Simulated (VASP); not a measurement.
# Si2Mo (I4/mmm) in VASP: notebook, part 2 of 2

VASP 6.6.1. The steps go on from the part before.

## (4) Single point, PBE+U

The input, POSCAR:

```
Si2Mo
1.0
   -1.6000000000      1.6000000000      3.9305000000
    1.6000000000     -1.6000000000      3.9305000000
    1.6000000000      1.6000000000     -3.9305000000
Mo Si
1 2
Direct
    0.0000000000      0.0000000000      0.0000000000
    0.6670000000      0.6670000000      0.0000000000
    0.3330000000      0.3330000000      0.0000000000
```

The input, INCAR.step1:

```
PREC     = Accurate       # precision mode
ENCUT    = 520            # plane-wave cutoff, eV
EDIFF    = 1E-6           # SCF threshold, eV
ISMEAR   = -1             # smearing method
SIGMA    = 0.05           # smearing width, eV
LREAL    = False          # projectors in reciprocal space
LASPH    = True           # aspherical terms in the spheres
NELM     = 150            # most SCF steps
ALGO     = Normal         # electronic algorithm
ISIF     = 2              # what is computed and relaxed
LWAVE    = False          # write WAVECAR
LCHARG   = True           # write CHGCAR
LMAXMIX  = 4              # l up to which the mixer works
LDAU     = True           # DFT+U
LDAUTYPE = 2            
LDAUL    = 2 -1           # shell
LDAUU    = 2 0            # U, eV
LDAUJ    = 0 0          
LDAUPRINT= 1            
GGA      = PE             # functional
NBANDS   = 18             # bands
```

The input, KPOINTS.step1:

```
Automatic mesh
0
Gamma
  12 12 12
```

The input, INCAR.step2:

```
PREC     = Accurate       # precision mode
ENCUT    = 520            # plane-wave cutoff, eV
EDIFF    = 1E-6           # SCF threshold, eV
ISMEAR   = -5             # smearing method
SIGMA    = 0.05           # smearing width, eV
LREAL    = False          # projectors in reciprocal space
LASPH    = True           # aspherical terms in the spheres
NELM     = 150            # most SCF steps
ALGO     = Normal         # electronic algorithm
ISIF     = 2              # what is computed and relaxed
LWAVE    = False          # write WAVECAR
LCHARG   = False          # write CHGCAR
LMAXMIX  = 4              # l up to which the mixer works
LDAU     = True           # DFT+U
LDAUTYPE = 2            
LDAUL    = 2 -1           # shell
LDAUU    = 2 0            # U, eV
LDAUJ    = 0 0          
LDAUPRINT= 1            
GGA      = PE             # functional
LORBIT   = 11             # projections on sites
NEDOS    = 2001           # points of the DOS
ICHARG   = 11             # starting density
```

The input, KPOINTS.step2:

```
Automatic mesh
0
Gamma
  18 18 18
```

Potentials or basis: VASP PAW PBE potentials, release 64 (Mo_sv, Si).

The run is started by

```
$ cat potpaw_PBE.64/Mo_sv/POTCAR potpaw_PBE.64/Si/POTCAR > POTCAR
$ cp INCAR.step1 INCAR
$ cp KPOINTS.step1 KPOINTS
$ mpirun -np 1 vasp_std > vasp.out
$ cp INCAR.step2 INCAR
$ cp KPOINTS.step2 KPOINTS
$ mpirun -np 1 vasp_std > vasp.out
```

OUTCAR:

```text
PREC = Accurate
   ENCUT = 520
   EDIFF = 1E-6
   ISMEAR = -5
   LREAL = False
   LASPH = True
   NELM = 150
   ISIF = 2
   GGA = PE
   LORBIT = 11
   ICHARG = 11

 ion  position               nearest neighbor table
   1  0.000  0.000  0.000-   2 2.62   3 2.62   2 2.62   3 2.62   2 2.62   3 2.62   3 2.62   2 2.62
                             2 2.62   3 2.62
   2  0.667  0.667  0.000-   3 2.61   3 2.61   3 2.61   3 2.61   1 2.62   1 2.62   1 2.62   1 2.62
                             1 2.62   3 2.63
   3  0.333  0.333  0.000-   2 2.61   2 2.61   2 2.61   2 2.61   1 2.62   1 2.62   1 2.62   1 2.62
                             1 2.62   2 2.63

  LATTYP: Found a body centered tetragonal cell.
 ALAT       =     3.2000000000
 C/A-ratio  =     2.4565625000

  Lattice vectors:

 A1 = (  -1.6000000000,   1.6000000000,   3.9305000000)
 A2 = (   1.6000000000,  -1.6000000000,   3.9305000000)
 A3 = (   1.6000000000,   1.6000000000,  -3.9305000000)

Analysis of symmetry for initial positions (statically):
=====================================================================
 Subroutine PRICEL returns:
 Original cell was already a primitive cell.

 Routine SETGRP: Setting up the symmetry group for a
 body centered tetragonal supercell.

 Subroutine GETGRP returns: Found 16 space group operations
 (whereof 16 operations were pure point group operations)
 out of a pool of 16 trial point group operations.

The static configuration has the point symmetry D_4h.

Analysis of symmetry for dynamics (positions and initial velocities):
=====================================================================
 Subroutine PRICEL returns:
 Original cell was already a primitive cell.

 Routine SETGRP: Setting up the symmetry group for a
 body centered tetragonal supercell.

 Subroutine GETGRP returns: Found 16 space group operations
 (whereof 16 operations were pure point group operations)
 out of a pool of 16 trial point group operations.

The dynamic configuration has the point symmetry D_4h.

 Subroutine INISYM returns: Found 16 space group operations
 (whereof 16 operations are pure point group operations),
 and found     1 'primitive' translations

----------------------------------------------------------------------------------------

                                     Primitive cell

  volume of cell :      40.2483

  direct lattice vectors                    reciprocal lattice vectors
    -1.600000000  1.600000000  3.930500000     0.000000000  0.312500000  0.127210279
     1.600000000 -1.600000000  3.930500000     0.312500000  0.000000000  0.127210279
     1.600000000  1.600000000 -3.930500000     0.312500000  0.312500000  0.000000000

  length of vectors
     4.535287229  4.535287229  4.535287229     0.337399918  0.337399918  0.441941738

  position of ions in fractional coordinates (direct lattice)
     0.000000000  0.000000000  0.000000000
     0.667000000  0.667000000  0.000000000
     0.333000000  0.333000000  0.000000000

  ion indices of the primitive-cell ions
   primitive index   ion index
                 1           1
[... 117 lines left out ...]

atom =   1  type =  1  l = 2

 onsite density matrix

spin component  1

  0.4877 -0.0000  0.0000  0.0000 -0.0000
 -0.0000  0.4717 -0.0000  0.0000  0.0000
  0.0000 -0.0000  0.3647 -0.0000 -0.0000
  0.0000  0.0000 -0.0000  0.4717  0.0000
 -0.0000  0.0000 -0.0000  0.0000  0.3060

spin component  2

  0.4877 -0.0000  0.0000  0.0000 -0.0000
 -0.0000  0.4717 -0.0000  0.0000  0.0000
  0.0000 -0.0000  0.3647 -0.0000 -0.0000
  0.0000  0.0000 -0.0000  0.4717  0.0000
 -0.0000  0.0000 -0.0000  0.0000  0.3060

 occupancies and eigenvectors

  o =  0.3060  v =  0.0000  0.0000  0.0000 -0.0000  1.0000  0.0000  0.0000  0.0000  0.0000  0.0000      0.0000  0.0000  0.0000  0.0000  0.0000  0.0000  0.0000  0.0000  0.0000  0.0000
  o =  0.3060  v =  0.0000  0.0000  0.0000  0.0000  0.0000  0.0000  0.0000  0.0000 -0.0000  1.0000      0.0000  0.0000  0.0000  0.0000  0.0000  0.0000  0.0000  0.0000  0.0000  0.0000
  o =  0.3647  v =  0.0000 -0.0000 -1.0000 -0.0000  0.0000  0.0000  0.0000  0.0000  0.0000  0.0000      0.0000  0.0000  0.0000  0.0000  0.0000  0.0000  0.0000  0.0000  0.0000  0.0000
  o =  0.3647  v =  0.0000  0.0000  0.0000  0.0000  0.0000  0.0000 -0.0000 -1.0000 -0.0000  0.0000      0.0000  0.0000  0.0000  0.0000  0.0000  0.0000  0.0000  0.0000  0.0000  0.0000
  o =  0.4717  v =  0.0000  0.0000  0.0000  0.0000  0.0000  0.0000  0.1232  0.0000 -0.9924 -0.0000      0.0000  0.0000  0.0000  0.0000  0.0000  0.0000  0.0000  0.0000  0.0000  0.0000
  o =  0.4717  v =  0.0000  0.1232  0.0000 -0.9924 -0.0000  0.0000  0.0000  0.0000  0.0000  0.0000      0.0000  0.0000  0.0000  0.0000  0.0000  0.0000  0.0000  0.0000  0.0000  0.0000
  o =  0.4717  v =  0.0000  0.0000  0.0000  0.0000  0.0000  0.0000 -0.9924  0.0000 -0.1232  0.0000      0.0000  0.0000  0.0000  0.0000  0.0000  0.0000  0.0000  0.0000  0.0000  0.0000
  o =  0.4717  v =  0.0000 -0.9924  0.0000 -0.1232  0.0000  0.0000  0.0000  0.0000  0.0000  0.0000      0.0000  0.0000  0.0000  0.0000  0.0000  0.0000  0.0000  0.0000  0.0000  0.0000
  o =  0.4877  v =  1.0000  0.0000  0.0000  0.0000  0.0000  0.0000  0.0000  0.0000  0.0000  0.0000      0.0000  0.0000  0.0000  0.0000  0.0000  0.0000  0.0000  0.0000  0.0000  0.0000
  o =  0.4877  v =  0.0000  0.0000  0.0000  0.0000  0.0000  1.0000  0.0000  0.0000  0.0000  0.0000      0.0000  0.0000  0.0000  0.0000  0.0000  0.0000  0.0000  0.0000  0.0000  0.0000

 number of electron      22.0000000 magnetization

 Free energy of the ion-electron system (eV)
  ---------------------------------------------------
  ext. energy  EPLUGINS =         0.00000000
  ---------------------------------------------------
  free energy    TOTEN  =       -20.85927062 eV

  energy without entropy =      -20.85927062  energy(sigma->0) =      -20.85927062

 E-fermi :  12.3057     XC(G=0): -12.4295

 val. band max:       12.3348254192   @ k =  -0.2222  -0.2222   0.1667
 cond. band min:      12.2473502574   @ k =   0.5000   0.5000   0.3333
 fundamental gap:     -0.0874751618
 Fermi energy:        12.3057454603

 k-point     1 :       0.0000    0.0000    0.0000
  band No.  band energies     occupation
      1     -48.5483      2.00000
      2     -22.7061      2.00000
      3     -22.6099      2.00000
      4     -22.6099      2.00000
      5      -1.1775      2.00000
      6       6.0039      2.00000
      7       8.8138      2.00000
      8       9.4851      2.00000
      9       9.6224      2.00000
     10       9.6224      2.00000
     11      12.6506     -0.02269
     12      15.3536      0.00000
     13      15.3951      0.00000
     14      15.9113      0.00000
[... 401 lines left out ...]
      2     -22.7153      2.00000
      3     -22.6961      2.00000
      4     -22.6076      2.00000
      5      -0.3128      2.00000
      6       5.9979      2.00000
      7       7.2491      2.00000
      8       9.1919      2.00000
      9       9.6915      2.00000
     10      10.4129      2.00000
     11      11.0163      2.00000
     12      14.1872      0.00000
     13      14.5532      0.00000
     14      16.2969      0.00000
     15      16.6617      0.00000

 [... further k-points ...]

------------------------ aborting loop because EDIFF is reached ----------------------------------------

  FORCE on cell =-STRESS in cart. coord.  units (eV):
  Direction    XX          YY          ZZ          XY          YZ          ZX
  --------------------------------------------------------------------------------------
  -------------------------------------------------------------------------------------
  Total        1.0116192      1.0116192      0.6708433      0.0000000      0.0000000     -0.0000000
  in kB       40.2698396     40.2698396     26.7044662      0.0000000      0.0000000     -0.0000000
  external PRESSURE =      35.7480485 kB  Pullay stress =       0.0000000 kB

 VOLUME and BASIS-vectors are now :
 -----------------------------------------------------------------------------
  energy-cutoff  :      520.00
  volume of cell :       40.25
      direct lattice vectors                 reciprocal lattice vectors
    -1.600000000  1.600000000  3.930500000     0.000000000  0.312500000  0.127210279
     1.600000000 -1.600000000  3.930500000     0.312500000  0.000000000  0.127210279
     1.600000000  1.600000000 -3.930500000     0.312500000  0.312500000  0.000000000

 POSITION                                       TOTAL-FORCE (eV/Angst)
 -----------------------------------------------------------------------------------
      0.00000      0.00000      0.00000         0.000000      0.000000      0.000000
      0.00000      0.00000      5.24329        -0.000000     -0.000000     -0.347096
      0.00000      0.00000      2.61771         0.000000      0.000000      0.347096
 -----------------------------------------------------------------------------------
    total drift:                                0.000000     -0.000000      0.000000

  FREE ENERGIE OF THE ION-ELECTRON SYSTEM (eV)
  ---------------------------------------------------
  free  energy   TOTEN  =       -20.8592706211 eV

  energy  without entropy=      -20.8592706211  energy(sigma->0) =      -20.85927062

 total charge

# of ion       s       p       d       tot
------------------------------------------
    1        2.287   6.210   4.145  12.641
    2        0.741   0.879   0.000   1.620
    3        0.741   0.879   0.000   1.620
--------------------------------------------------
tot          3.769   7.967   4.145  15.881
```

Wall time 2.2 min (1 thread of Intel Xeon 6975P-C (Granite Rapids), shared host); peak memory 0.42 GiB.

Results:

```
Valence electrons inside the program's atomic spheres : Mo 12.64; Si 1.62
```

Eigenvalues of the final occupation matrices:
```tsv
site	spin	trace	eigenvalues
site 1 d	1	2.10	0.31 0.36 0.47 0.47 0.49
site 1 d	2	2.10	0.31 0.36 0.47 0.47 0.49
```

Caveat: U without spin polarisation on a metal has little footing; the U is typed as a test and isn't derived for this compound.

## (5) Single point, PBE+U

POSCAR is that of step 4.

The input, INCAR.step1:

```
SYSTEM = Si2Mo
PREC = Accurate ; ENCUT = 520
EDIFF = 1E-7 ; ISMEAR = -1
SIGMA = 0.05 ; LREAL = .False.
LASPH = .True. ; NELM = 150
ALGO = Normal ; ISIF = 2
LWAVE = .False. ; LCHARG = .True.
LMAXMIX = 4 ; LDAU = .True.
LDAUTYPE = 2 ; LDAUL = 2 -1
LDAUU = 3 0 ; LDAUJ = 0 0
LDAUPRINT = 1 ; GGA = PE
NBANDS = 18
```

The input, KPOINTS.step1:

```
regular mesh
0
Gamma
  12 12 12
  0 0 0
```

The input, INCAR.step2:

```
SYSTEM = Si2Mo
PREC = Accurate ; ENCUT = 520
EDIFF = 1E-7 ; ISMEAR = -5
SIGMA = 0.05 ; LREAL = .False.
LASPH = .True. ; NELM = 150
ALGO = Normal ; ISIF = 2
LWAVE = .False. ; LCHARG = .False.
LMAXMIX = 4 ; LDAU = .True.
LDAUTYPE = 2 ; LDAUL = 2 -1
LDAUU = 3 0 ; LDAUJ = 0 0
LDAUPRINT = 1 ; GGA = PE
LORBIT = 10 ; NBANDS = 18
NEDOS = 2001 ; ICHARG = 11
```

The input, KPOINTS.step2:

```
regular mesh
0
Gamma
  18 18 18
  0 0 0
```

The run is started by

```
$ cat potpaw_PBE.64/Mo_sv/POTCAR potpaw_PBE.64/Si/POTCAR > POTCAR
$ cp INCAR.step1 INCAR
$ cp KPOINTS.step1 KPOINTS
$ mpirun -np 1 vasp_std > vasp.out
$ cp INCAR.step2 INCAR
$ cp KPOINTS.step2 KPOINTS
$ mpirun -np 1 vasp_std > vasp.out
```

Wall time 2.5 min (1 thread of Intel Xeon 6975P-C (Granite Rapids), shared host); peak memory 0.45 GiB.

The run converged. Its results:

| Item | Value |
| --- | --- |
| Valence electrons inside the program's atomic spheres | Mo 12.63; Si 1.62 |

Levels at points of the mesh, in eV from the Fermi level:
```csv
k point,band 7,band 8,band 9,band 10,band 11,band 12,band 13,band 14,band 15,band 16
"(0.00, 0.00, 0.00)",-3.50,-2.70,-2.70,-2.70,0.30,3.03,3.08,3.59,3.59,4.23
"(0.50, 0.00, 0.00)",-4.88,-4.51,-2.59,-2.48,-0.58,2.59,2.99,4.05,4.22,5.43
"(0.50, 0.50, 0.00)",-5.74,-5.31,-4.48,-3.11,-1.20,2.76,2.88,2.97,3.19,4.75
"(0.50, 0.50, 0.50)",-3.22,-2.14,-0.64,-0.64,-0.56,-0.56,0.43,4.58,5.17,5.98
```

Eigenvalues of the final occupation matrices:
```tsv
site	spin	trace	eigenvalues
site 1 d	1	2.09	0.30 0.36 0.47 0.47 0.49
site 1 d	2	2.09	0.30 0.36 0.47 0.47 0.49
```

Caveat: U without spin polarisation on a metal has little footing; the U is typed as a test and isn't derived for this compound.
